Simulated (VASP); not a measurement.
# K3Ge (P4/mmm) in VASP: relaxation of cell and atoms with PBE

Aim: the relaxation of cell and atoms of K3Ge with PBE.

All numbers are computed with VASP 6.6.1; they aren't measurements. Logs are shortened: lines on timing, memory, paths and dates and some standing lists are left out, and cuts for length are marked.

**1. The cell of the first run**

It takes space group P4/mmm (No. 123, tetragonal). Conventional cell: a = 5.535 Å, b = 5.535 Å, c = 5.476 Å, α = 90.00°, β = 90.00°, γ = 90.00°. K (site symmetry mmm) has 8 K at 3.89 to 3.91 Å and 4 Ge at 3.89 Å within 5.1 Å. Within 5.1 Å of K (site symmetry 4/mmm) lie 8 K at 3.89 Å and 4 Ge at 3.91 Å. Ge (site symmetry 4/mmm) has 12 K at 3.89 to 3.91 Å within 5.1 Å.

**2. Relaxation of cell and atoms, PBE**

Contents of INCAR:

```
ALGO = Fast
EDIFF = 1E-6
EDIFFG = -0.01
ENCUT = 600
GGA = PE
IBRION = 2
ISIF = 3
ISMEAR = 0
LASPH = T
LCHARG = F
LREAL = F
LWAVE = F
NELM = 80
NSW = 100
PREC = Accurate
SIGMA = 0.1
```

Contents of KPOINTS:

```
k-points
0
Gamma
  8 8 8
```

Contents of POSCAR:

```
K3Ge
1.0
    5.5354642341      0.0000000000      0.0000000000
    0.0000000000      5.5354642341      0.0000000000
    0.0000000000      0.0000000000      5.4764281986
K Ge
3 1
Direct
    0.0000000000      0.5000000000      0.5000000000
    0.5000000000      0.0000000000      0.5000000000
    0.5000000000      0.5000000000      0.0000000000
    0.0000000000      0.0000000000      0.0000000000
```

Potentials or basis: VASP PAW PBE potentials, release 64 (K_sv, Ge_d).

Started as:

```bash
$ cat potpaw_PBE.64/K_sv/POTCAR potpaw_PBE.64/Ge_d/POTCAR > POTCAR
$ mpirun -np 1 vasp_std > vasp.out
```

OUTCAR:

```text
EDIFF = 1E-6
   EDIFFG = -0.01
   ENCUT = 600
   GGA = PE
   IBRION = 2
   ISIF = 3
   ISMEAR = 0
   LASPH = T
   LREAL = F
   NELM = 80
   NSW = 100
   PREC = Accurate

 ion  position               nearest neighbor table
   1  0.000  0.500  0.500-
   2  0.500  0.000  0.500-
   3  0.500  0.500  0.000-
   4  0.000  0.000  0.000-

  LATTYP: Found a simple tetragonal cell.
 ALAT       =     5.5354642341
 C/A-ratio  =     0.9893349441

  Lattice vectors:

 A1 = (   5.5354642341,   0.0000000000,   0.0000000000)
 A2 = (   0.0000000000,   5.5354642341,   0.0000000000)
 A3 = (   0.0000000000,   0.0000000000,   5.4764281986)

Analysis of symmetry for initial positions (statically):
=====================================================================
 Subroutine PRICEL returns:
 Original cell was already a primitive cell.

 Routine SETGRP: Setting up the symmetry group for a
 simple tetragonal supercell.

 Subroutine GETGRP returns: Found 16 space group operations
 (whereof 16 operations were pure point group operations)
 out of a pool of 16 trial point group operations.

The static configuration has the point symmetry D_4h.

Analysis of symmetry for dynamics (positions and initial velocities):
=====================================================================
 Subroutine PRICEL returns:
 Original cell was already a primitive cell.

 Routine SETGRP: Setting up the symmetry group for a
 simple tetragonal supercell.

 Subroutine GETGRP returns: Found 16 space group operations
 (whereof 16 operations were pure point group operations)
 out of a pool of 16 trial point group operations.

The dynamic configuration has the point symmetry D_4h.

 Subroutine INISYM returns: Found 16 space group operations
 (whereof 16 operations are pure point group operations),
 and found     1 'primitive' translations

----------------------------------------------------------------------------------------

                                     Primitive cell

  volume of cell :     167.8052

  direct lattice vectors                    reciprocal lattice vectors
     5.535464234  0.000000000  0.000000000     0.180653322  0.000000000  0.000000000
     0.000000000  5.535464234  0.000000000     0.000000000  0.180653322  0.000000000
     0.000000000  0.000000000  5.476428199     0.000000000  0.000000000  0.182600769

  length of vectors
     5.535464234  5.535464234  5.476428199     0.180653322  0.180653322  0.182600769

  position of ions in fractional coordinates (direct lattice)
     0.000000000  0.500000000  0.500000000
     0.500000000  0.000000000  0.500000000
     0.500000000  0.500000000  0.000000000
     0.000000000  0.000000000  0.000000000

  ion indices of the primitive-cell ions
   primitive index   ion index
                 1           1
                 2           2
                 3           3
                 4           4

----------------------------------------------------------------------------------------

 KPOINTS: k-points

Automatic generation of k-mesh.
 Grid dimensions read from file:
 generate k-points for:    8    8    8

 Generating k-lattice:

  Cartesian coordinates                     Fractional coordinates (reciprocal lattice)
     0.022581665  0.000000000  0.000000000     0.125000000  0.000000000  0.000000000
     0.000000000  0.022581665  0.000000000     0.000000000  0.125000000  0.000000000
     0.000000000  0.000000000  0.022825096     0.000000000  0.000000000  0.125000000

  Length of vectors
     0.022581665  0.022581665  0.022825096

  Shift w.r.t. Gamma in fractional coordinates (k-lattice)
     0.000000000  0.000000000  0.000000000

 Subroutine IBZKPT returns following result:
 ===========================================

 Found     75 irreducible k-points:

 Following reciprocal coordinates:
            Coordinates               Weight
  0.000000  0.000000  0.000000      1.000000
  0.125000  0.000000  0.000000      4.000000
  0.250000  0.000000  0.000000      4.000000
  0.375000  0.000000  0.000000      4.000000
  0.500000  0.000000  0.000000      2.000000
  0.125000  0.125000  0.000000      4.000000
[... 16 lines left out ...]
  0.375000  0.125000  0.125000     16.000000
  0.500000  0.125000  0.125000      8.000000
 [... further k-points ...]
   k-points           NKPTS =     75   k-points in BZ     NKDIM =     75   number of bands    NBANDS=     24
   number of dos      NEDOS =    301   number of ions     NIONS =      4
   total plane-waves  NPLWV = 110592
   dimension x,y,z NGX =    48 NGY =   48 NGZ =   48
   dimension x,y,z NGXF=    96 NGYF=   96 NGZF=   96
   ions per type =               3   1
   NGX,Y,Z   is equivalent  to a cutoff of  14.42, 14.42, 14.57 a.u.
   NGXF,Y,Z  is equivalent  to a cutoff of  28.83, 28.83, 29.14 a.u.
 SYSTEM =  unknown system
   PREC   = accura    normal or accurate (medium, high low for compatibility)
   ISTART =      0    job   : 0-new  1-cont  2-samecut
   ICHARG =      2    charge: 1-file 2-atom 10-const
   ISPIN  =      1    spin polarized calculation?
   LNONCOLLINEAR =      F non collinear calculations
   LSORBIT =      F    spin-orbit coupling
   LASPH  =      T    aspherical Exc in radial PAW
   ENCUT  =  600.0 eV  44.10 Ry    6.64 a.u.  11.06 11.06 10.94*2*pi/ulx,y,z
   NELM   =     80;   NELMIN=  2; NELMDL= -5     # of ELM steps
   EDIFF  = 0.1E-05   stopping-criterion for ELM
   LREAL  =      F    real-space projection
   EDIFFG = -.1E-01   stopping-criterion for IOM
   NSW    =    100    number of steps for IOM
   IBRION =      2    ionic relax: 0-MD 1-quasi-New 2-CG
   NFREE  =      1    steps in history (QN), initial steepest desc. (CG)
   ISIF   =      3    stress and relaxation
   ISYM   =      2    0-nonsym 1-usesym 2-fastsym
   POTIM  = 0.5000    time-step for ionic-motion
   TEBEG  =    0.0;   TEEND  =   0.0 temperature during run
   PSTRESS=    0.0 pullay stress
   NELECT =      41.0000    total number of electrons
   NUPDOWN=      -1.0000    fix difference up-down
   EMIN   =  10.00;   EMAX   =-10.00  energy-range for DOS
   EFERMI =   0.00;   METHOD = LEGACY
   ISMEAR =     0;   SIGMA  =   0.10  broadening in eV -4-tet -1-fermi 0-gaus
   EFERMI_NEDOS =   21; number of points for ismear=-14 and -15
   IALGO  =     68    algorithm
   IMIX   =      4    mixing-type and parameters
     AMIX     =   0.40;   BMIX     =  1.00
     AMIX_MAG =   1.60;   BMIX_MAG =  1.00
  volume/ion in A,a.u.               =      41.95       283.10
  Fermi-wavevector in a.u.,A,eV,Ry     =   1.023452  1.934044 14.251486  1.047455
  Thomas-Fermi vector in A             =   2.157187
   LORBIT       =      0    0 simple, 1 ext, 2 COOP (PROOUT), +10 PAW based schemes
   GGA     = PE    functional components
   LHFCALC =     F    Hartree Fock is set to
   AEXX    =    0.0000 exact exchange contribution
   IVDW    =     0    specifies the selected vdW correction
   LEPSILON=     F    determine dielectric tensor
   LRPA    =     F    only Hartree local field effects (RPA)
 conjugate gradient relaxation of ions
 non-spin polarized calculation
 RMM-DIIS sequential band-by-band and
 Gauss-broadening in eV      SIGMA  =   0.10
  energy-cutoff  :      600.00
  volume of cell :      167.81
 maximum number of plane-waves:      5640
 NGX is ok and might be reduce to    48
   NGX = 23   NGY = 23   NGZ = 21

--------------------------------------- Ionic step        1  -------------------------------------------

 number of electron      41.0000018 magnetization

 Free energy of the ion-electron system (eV)
  ---------------------------------------------------
  ext. energy  EPLUGINS =         0.00000000
  ---------------------------------------------------
  free energy    TOTEN  =        -6.86205790 eV

  energy without entropy =       -6.83561989  energy(sigma->0) =       -6.84883890

------------------------ aborting loop because EDIFF is reached ----------------------------------------

  FORCE on cell =-STRESS in cart. coord.  units (eV):
  Direction    XX          YY          ZZ          XY          YZ          ZX
  --------------------------------------------------------------------------------------
  -------------------------------------------------------------------------------------
  Total        0.0218692      0.0218692      0.0605294      0.0000000      0.0000000      0.0000000
  in kB        0.2088033      0.2088033      0.5779248      0.0000000      0.0000000      0.0000000
  external PRESSURE =       0.3318438 kB  Pullay stress =       0.0000000 kB
[... 61 lines left out ...]
  energy  without entropy=       -6.8357491095  energy(sigma->0) =       -6.84896281

--------------------------------------- Ionic step        3  -------------------------------------------

 number of electron      41.0000020 magnetization

 Free energy of the ion-electron system (eV)
  ---------------------------------------------------
  ext. energy  EPLUGINS =         0.00000000
  ---------------------------------------------------
  free energy    TOTEN  =        -6.86231761 eV

  energy without entropy =       -6.83592972  energy(sigma->0) =       -6.84912366

 E-fermi :   0.9724     XC(G=0):  -7.2398

 val. band max:        0.9686401217   @ k =   0.5000   0.3750   0.1250
 cond. band min:       0.9744289673   @ k =   0.5000   0.1250   0.1250
 fundamental gap:      0.0057888455
 Fermi energy:         0.9724093020

 k-point     1 :       0.0000    0.0000    0.0000
  band No.  band energies     occupation
      1     -30.7337      2.00000
      2     -30.6889      2.00000
      3     -30.6752      2.00000
      4     -22.9596      2.00000
      5     -22.9594      2.00000
      6     -22.9594      2.00000
[... 637 lines left out ...]
     23       3.0095      0.00000
     24       3.9131      0.00000

 [... further k-points ...]

------------------------ aborting loop because EDIFF is reached ----------------------------------------

  FORCE on cell =-STRESS in cart. coord.  units (eV):
  Direction    XX          YY          ZZ          XY          YZ          ZX
  --------------------------------------------------------------------------------------
  -------------------------------------------------------------------------------------
  Total       -0.0000086     -0.0000086      0.0313067      0.0000000      0.0000000      0.0000000
  in kB       -0.0000819     -0.0000819      0.2974127      0.0000000      0.0000000      0.0000000
  external PRESSURE =       0.0990830 kB  Pullay stress =       0.0000000 kB
[... 19 lines left out ...]
  FREE ENERGIE OF THE ION-ELECTRON SYSTEM (eV)
  ---------------------------------------------------
  free  energy   TOTEN  =        -6.8623176060 eV

  energy  without entropy=       -6.8359297190  energy(sigma->0) =       -6.84912366

 reached required accuracy - stopping structural energy minimisation
```

Wall time 45 min (1 thread of AMD EPYC 7R13, shared host); peak memory 0.56 GiB.

What came out:

* Free energy: -6.8623 eV
* Relaxed volume: 42.16 Å³/atom
* Relaxed cell: a = 5.541 Å, b = 5.541 Å, c = 5.492 Å, α = 90.00°, β = 90.00°, γ = 90.00°
* Space group after relaxing (to 0.1 Å): Pm-3m (No. 221)
* Energy gained by relaxing: 0.1 meV/atom
* Ionic steps: 3
* Pressure after relaxing: 0.0 GPa
* Band gap on the k mesh: zero (an odd number of electrons rules out a gap without spin polarisation)

The path:
```
step  energy change (eV)  largest force (eV/Å)  pressure (GPa)  volume (Å³)
   1              0.0000                0.0000            0.03       167.81
   2             -0.0001                0.0000            0.05       168.02
   3             -0.0003                0.0000            0.01       168.65
```

Final structure:
```
K Ge
1.0
     5.54130    0.00000    0.00000
     0.00000    5.54130    0.00000
     0.00000    0.00000    5.49242
K Ge
3 1
Direct
  0.00000 0.50000 0.50000
  0.50000 0.00000 0.50000
  0.50000 0.50000 0.00000
  0.00000 0.00000 0.00000
```
